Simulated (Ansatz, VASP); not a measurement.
## One calculation of Ti3H, two programs

Contents of INCAR:

```
SYSTEM = Ti3H
  ALGO = Normal
  DIPOL = 0.5 0.5 0.322
  EDIFF = 1E-6
  ENCUT = 520
  GGA = PE
  IDIPOL = 3
  ISIF = 2
  ISMEAR = 0
  LASPH = .True.
  LCHARG = .False.
  LDIPOL = .True.
  LREAL = .False.
  LWAVE = .False.
  NBANDS = 47
  NELM = 100
  PREC = Accurate
  SIGMA = 0.1
```

Contents of KPOINTS:

```
k-points
0
Gamma
  6 6 1
  0 0 0
```

File POSCAR:

```
Ti3H
1.0
    4.6037402164      0.0000000000      0.0000000000
   -2.3018701082      3.9869559799      0.0000000000
    0.0000000000      0.0000000000     22.4968206792
Ti H
6 2
Direct
    0.6666666667      0.3333333333      0.1778029019
    0.3333333333      0.6666666667      0.2195747837
    0.0000000000      0.0000000000      0.2613466656
    0.6666666667      0.3333333333      0.2980472718
    0.3333333333      0.6666666667      0.3304570052
    0.0000000000      0.0000000000      0.3776898434
    0.4001898503      1.0000000000      0.4545895985
    0.5998101497      1.0000000000      0.4545895985
```

Input for Ansatz:

```yaml
crystal:
  lattice:
    - [4.6037402164, 0.0, 0.0]
    - [-2.3018701082, 3.9869559799, 0.0]
    - [0.0, 0.0, 22.4968206792]
  atoms:
    - { symbol: Ti, position: [0.6666666667, 0.3333333333, 0.1778029019] }
    - { symbol: Ti, position: [0.3333333333, 0.6666666667, 0.2195747837] }
    - { symbol: Ti, position: [0.0, 0.0, 0.2613466656] }
    - { symbol: Ti, position: [0.6666666667, 0.3333333333, 0.2980472718] }
    - { symbol: Ti, position: [0.3333333333, 0.6666666667, 0.3304570052] }
    - { symbol: Ti, position: [0.0, 0.0, 0.3776898434] }
    - { symbol: H, position: [0.4001898503, 1.0, 0.4545895985] }
    - { symbol: H, position: [0.5998101497, 1.0, 0.4545895985] }
basis:
  ecutwfc: 420
kpoints:
  mp_grid: { grid: [6, 6, 1] }
hamiltonian:
  xc: pbe
  pseudopotentials: { kind: paw, azcp: { folder: soft_1 } }
scf:
  occupations: { method: gaussian, width: 0.1 }
output:
  forces: true
  eigenvalues: true
efield:
  axis: 3
  dipole_correction: true
  ramp_width: 0.04
```

Alike in both runs: task single point; functional PBE; k mesh 6 × 6 × 1; occupations gaussian, width 0.1 eV; no spin polarisation.

|  | VASP | Ansatz |
| --- | --- | --- |
| version | VASP 6.6.1 | Ansatz 0.2.0 |
| potentials or method | VASP PAW PBE potentials, release 64 (Ti_sv, H), cutoff 520 eV | scalar-relativistic, plane waves, PAW |
| valence electrons in the cell | 74 | 74 |

|  | VASP | Ansatz | Ansatz less VASP |
| --- | --- | --- | --- |
| gap on the k mesh at the Fermi level (eV) | none | none | - |
| rms of the force components (eV/Å) | 0.776 | 0.775 | -0.0008 |

Atom by atom the forces differ by 0.005 eV/Å (rms over components). A gap of «none» marks a metal or a gap that the smearing closes.
